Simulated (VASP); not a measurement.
SrTe:

```xyz
6
Lattice="4.5750 0.0000 0.0000 -2.2875 3.9621 0.0000 0.0000 0.0000 11.2064" Properties=species:S:1:pos:R:3 pbc="T T T"
Sr    0.0000    0.0000    0.0000
Sr    0.0000    2.6414    3.7355
Sr    2.2875    1.3207    7.4709
Te    2.2875    1.3207    1.8677
Te    0.0000    0.0000    5.6032
Te    0.0000    2.6414    9.3386
```

| Quantity | Value |
| --- | --- |
| Program | VASP 6.6.1 |
| Task | relaxation of cell and atoms |
| Functional | PBEsol |
| Potentials or basis | VASP PAW PBE potentials, release 64 (Sr_sv, Te) |
| Cutoff | 500 eV |
| k mesh | 6 × 6 × 4 |
| Occupations | gaussian, width 0.02 eV |
| Spin | no spin polarisation |

At the start: pressure 2.7 GPa; volume 33.86 Å³/atom.

Question: How do energy, volume and symmetry change on relaxing?

Answer: Over 3 steps the energy falls by 18.7 meV/atom and the volume is 36.18 Å³/atom (+6.9 %); space group Fm-3m (No. 225, to 0.1 Å) before and after.

The path:
```
step  energy change (eV)  largest force (eV/Å)  pressure (GPa)  volume (Å³)
   1              0.0000                0.0000            2.73       203.13
   2             -0.1063                0.0000           -0.55       220.59
   3             -0.1124                0.0000            0.01       217.05
```

Final structure:
```
CELL_PARAMETERS angstrom
4.67740 0.00000 0.00000
-2.33870 4.05075 0.00000
0.00000 0.00000 11.45580
ATOMIC_POSITIONS crystal
Sr 0.00000 0.00000 0.00000
Sr 0.33333 0.66667 0.33333
Sr 0.66667 0.33333 0.66667
Te 0.66667 0.33333 0.16667
Te 0.00000 0.00000 0.50000
Te 0.33333 0.66667 0.83333
```

Caveat: the PAW data sets were made with another functional, which shifts forces and pressure a little.
